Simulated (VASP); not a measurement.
# AlRu (Pm-3m) in VASP: a series of runs, part 3 of 3

VASP 6.6.1. The steps go on from the part before.

**6. Vibrations by perturbation theory, LDA (13.15 Å³/atom)**

This run uses another cell than the first one, of 13.15 Å³/atom.

Input file INCAR:

```
SYSTEM = AlRu
PREC = Accurate
ENCUT = 520
EDIFF = 1E-8
ISMEAR = -1
SIGMA = 0.08
LREAL = .FALSE.
LASPH = .TRUE.
NELM = 60
ALGO = Normal
ISIF = 2
LWAVE = .FALSE.
LCHARG = .FALSE.
GGA = CA
IBRION = 8
NSW = 1
```

Input file KPOINTS:

```
Automatic mesh
0
G
  14 14 14
  0 0 0
```

Input file POSCAR:

```
AlRu
1.0
    2.9739296469      0.0000000000      0.0000000000
    0.0000000000      2.9739296469      0.0000000000
    0.0000000000      0.0000000000      2.9739296469
Al Ru
1 1
Direct
    0.0000000000      0.0000000000      0.0000000000
    0.5000000000      0.5000000000      0.5000000000
```

Potentials or basis: VASP PAW LDA potentials, release 64 (Al, Ru_pv).

The run is started by

```
> cat potpaw_LDA.64/Al/POTCAR potpaw_LDA.64/Ru_pv/POTCAR > POTCAR
> mpirun -np 1 vasp_std > vasp.out
```

OUTCAR:

```text
SYSTEM = AlRu
   PREC = Accurate
   ENCUT = 520
   EDIFF = 1E-8
   ISMEAR = -1
   LREAL = .FALSE.
   LASPH = .TRUE.
   NELM = 60
   ISIF = 2
   GGA = CA
   IBRION = 8
   NSW = 1

 ion  position               nearest neighbor table
   1  0.000  0.000  0.000-   2 2.58   2 2.58   2 2.58   2 2.58   2 2.58   2 2.58   2 2.58   2 2.58

   2  0.500  0.500  0.500-   1 2.58   1 2.58   1 2.58   1 2.58   1 2.58   1 2.58   1 2.58   1 2.58

  LATTYP: Found a simple cubic cell.
 ALAT       =     2.9739296469

  Lattice vectors:

 A1 = (   2.9739296469,   0.0000000000,   0.0000000000)
 A2 = (   0.0000000000,   2.9739296469,   0.0000000000)
 A3 = (   0.0000000000,   0.0000000000,   2.9739296469)

Analysis of symmetry for initial positions (statically):
=====================================================================
 Subroutine PRICEL returns:
 Original cell was already a primitive cell.

 Routine SETGRP: Setting up the symmetry group for a
 simple cubic supercell.

 Subroutine GETGRP returns: Found 48 space group operations
 (whereof 48 operations were pure point group operations)
 out of a pool of 48 trial point group operations.

The static configuration has the point symmetry O_h .

Analysis of symmetry for dynamics (positions and initial velocities):
=====================================================================
 Subroutine PRICEL returns:
 Original cell was already a primitive cell.

 Routine SETGRP: Setting up the symmetry group for a
 simple cubic supercell.

 Subroutine GETGRP returns: Found 48 space group operations
 (whereof 48 operations were pure point group operations)
 out of a pool of 48 trial point group operations.

The dynamic configuration has the point symmetry O_h .

 Subroutine INISYM returns: Found 48 space group operations
 (whereof 48 operations are pure point group operations),
 and found     1 'primitive' translations

----------------------------------------------------------------------------------------

                                     Primitive cell

  volume of cell :      26.3022

  direct lattice vectors                    reciprocal lattice vectors
     2.973929647  0.000000000  0.000000000     0.336255433  0.000000000  0.000000000
     0.000000000  2.973929647  0.000000000     0.000000000  0.336255433  0.000000000
     0.000000000  0.000000000  2.973929647     0.000000000  0.000000000  0.336255433

  length of vectors
     2.973929647  2.973929647  2.973929647     0.336255433  0.336255433  0.336255433

  position of ions in fractional coordinates (direct lattice)
     0.000000000  0.000000000  0.000000000
     0.500000000  0.500000000  0.500000000

  ion indices of the primitive-cell ions
   primitive index   ion index
                 1           1
[... 141 lines left out ...]
     10      16.8758      0.00000
     11      16.8758      0.00000
     12      16.8758      0.00000
[... 331 lines left out ...]
 k-point    24 :       0.3571    0.2143    0.0000
  band No.  band energies     occupation
      1     -30.9803      2.00000
      2     -30.8758      2.00000
      3     -30.7818      2.00000
      4       3.8857      2.00000
      5       6.7632      2.00000
      6       8.1424      2.00000
      7       9.1070      2.00000
      8       9.5467      2.00000
      9      10.4224      1.97567
     10      13.4602      0.00000
     11      17.2048      0.00000
     12      19.7454      0.00000

 [... further k-points ...]

------------------------ aborting loop because EDIFF is reached ----------------------------------------

  FORCE on cell =-STRESS in cart. coord.  units (eV):
  Direction    XX          YY          ZZ          XY          YZ          ZX
  --------------------------------------------------------------------------------------
  -------------------------------------------------------------------------------------
  Total       -0.6315761     -0.6315761     -0.6315761      0.0000000      0.0000000     -0.0000000
  in kB      -38.4719491    -38.4719491    -38.4719491      0.0000000      0.0000000     -0.0000000
  external PRESSURE =     -38.4719491 kB  Pullay stress =       0.0000000 kB

 VOLUME and BASIS-vectors are now :
 -----------------------------------------------------------------------------
  energy-cutoff  :      520.00
  volume of cell :       26.30
      direct lattice vectors                 reciprocal lattice vectors
     2.973929647  0.000000000  0.000000000     0.336255433  0.000000000  0.000000000
     0.000000000  2.973929647  0.000000000     0.000000000  0.336255433  0.000000000
     0.000000000  0.000000000  2.973929647     0.000000000  0.000000000  0.336255433

 POSITION                                       TOTAL-FORCE (eV/Angst)
 -----------------------------------------------------------------------------------
      0.00000      0.00000      0.00000         0.000000      0.000000      0.000000
      1.48696      1.48696      1.48696         0.000000      0.000000      0.000000
 -----------------------------------------------------------------------------------
    total drift:                                0.000000     -0.000000     -0.000000

  FREE ENERGIE OF THE ION-ELECTRON SYSTEM (eV)
  ---------------------------------------------------
  free  energy   TOTEN  =       -16.1898263636 eV

  energy  without entropy=      -16.1546337264  energy(sigma->0) =      -16.17223005

[... ionic steps 2 to 3 ...]

--------------------------------------- Ionic step        4  -------------------------------------------

------------------------ aborting loop because EDIFF is reached ----------------------------------------

[... ionic steps 5 to 6 ...]

--------------------------------------- Ionic step        7  -------------------------------------------

 Free energy of the ion-electron system (eV)
  ---------------------------------------------------
  ---------------------------------------------------
  free energy    TOTEN  =        -0.64153256 eV

  energy without entropy =       -0.64153256

------------------------ aborting loop because EDIFF is reached ----------------------------------------

 INTERNAL STRAIN TENSOR  FOR ION    2  DIRECTION 1   (eV/Angst):
 -----------------------------------------------------------------------------
     0.05677 -0.00000  0.00000
     0.00000 -0.00627  0.00000
    -0.00000  0.00000 -0.00627

 INTERNAL STRAIN TENSOR FOR ION    2 for displacements in x,y,z  (eV/Angst):
          X           Y           Z          XY          YZ          ZX
  --------------------------------------------------------------------------------
  x     0.00000     0.00000     0.00000     0.00000     0.00000     0.00000
  y     0.00000     0.00000     0.00000     0.00000     0.00000     0.00000
  z     0.00000     0.00000     0.00000     0.00000     0.00000     0.00000

 SECOND DERIVATIVES (NOT SYMMETRIZED)
 ------------------------------------
               1X          1Y          1Z          2X          2Y          2Z
  1X    -7.751288   -0.000000    0.000000    7.751288    0.000000    0.000000
  1Y    -0.000000   -7.751288    0.000000    0.000000    7.751288   -0.000000
  1Z     0.000000    0.000000   -7.751288   -0.000000    0.000000    7.751288
  2X     7.744532    0.000000    0.000000   -7.744532   -0.000000   -0.000000
  2Y     0.000000    7.744532   -0.000000   -0.000000   -7.744532    0.000000
  2Z    -0.000000   -0.000000    7.744532    0.000000    0.000000   -7.744532

 Eigenvectors and eigenvalues of the dynamical matrix
 ----------------------------------------------------

   1 f  =    9.430813 THz    59.255543 2PiTHz  314.578044 cm-1    39.002689 meV
             X         Y         Z           dx          dy          dz
      0.000000  0.000000  0.000000     0.888504    0.000000    0.000000
      1.486965  1.486965  1.486965    -0.458868    0.000000    0.000000
[... 21 lines left out ...]
   6 f/i=    0.001676 THz     0.010532 2PiTHz    0.055915 cm-1     0.006933 meV
             X         Y         Z           dx          dy          dz
      0.000000  0.000000  0.000000    -0.458868    0.000000   -0.000000
      1.486965  1.486965  1.486965    -0.888504   -0.000000    0.000000

--------------------------------------------------------------------------------------------------------

 ELASTIC MODULI CONTR FROM IONIC RELAXATION (kBar)
 Direction    XX          YY          ZZ          XY          YZ          ZX
 --------------------------------------------------------------------------------
 XX           0.0000      0.0000      0.0000      0.0000      0.0000      0.0000
 YY           0.0000      0.0000      0.0000      0.0000      0.0000      0.0000
 ZZ           0.0000      0.0000      0.0000      0.0000      0.0000      0.0000
 XY           0.0000      0.0000      0.0000      0.0000      0.0000      0.0000
 YZ           0.0000      0.0000      0.0000      0.0000      0.0000      0.0000
 ZX           0.0000      0.0000      0.0000      0.0000      0.0000      0.0000
 --------------------------------------------------------------------------------
```

OSZICAR:

```text
N       E                     dE             d eps       ncg     rms          rms(c)
DAV:   1     0.115044065328E+03    0.11504E+03   -0.97232E+03  3000   0.133E+03
DAV:   2    -0.144086931221E+02   -0.12945E+03   -0.12399E+03  3076   0.355E+02
DAV:   3    -0.168633849991E+02   -0.24547E+01   -0.23618E+01  3400   0.495E+01
DAV:   4    -0.168847244420E+02   -0.21339E-01   -0.21308E-01  3420   0.464E+00
[... 36 lines left out ...]
RMM:   8    -0.641529911993E+00   -0.27089E-05   -0.39436E-07 13149   0.159E-03    0.271E-04
RMM:   9    -0.641531153852E+00   -0.12419E-05   -0.31239E-07 12881   0.726E-04    0.130E-04
RMM:  10    -0.641532235839E+00   -0.10820E-05   -0.17372E-07 13424   0.414E-04    0.444E-05
RMM:  11    -0.641532561187E+00   -0.32535E-06   -0.10410E-07 12774   0.212E-04    0.152E-05
RMM:  12    -0.641532557441E+00    0.37456E-08   -0.53107E-08 14024   0.120E-04    0.119E-05
 Linear response finished
```

Run time: 2.4 min. Hardware: 1 thread of Intel Xeon 6975P-C, shared host; peak memory 0.35 GiB.

Results:

```
Highest phonon frequency at Γ : 315 cm⁻¹
```

Phonon frequencies in cm⁻¹ (negative: imaginary):
```csv
q point,frequencies
"(0.000, 0.000, 0.000)",0 0 0 315 315 315
```

Caveat: the cell stands under pressure or tension, which shifts response properties.
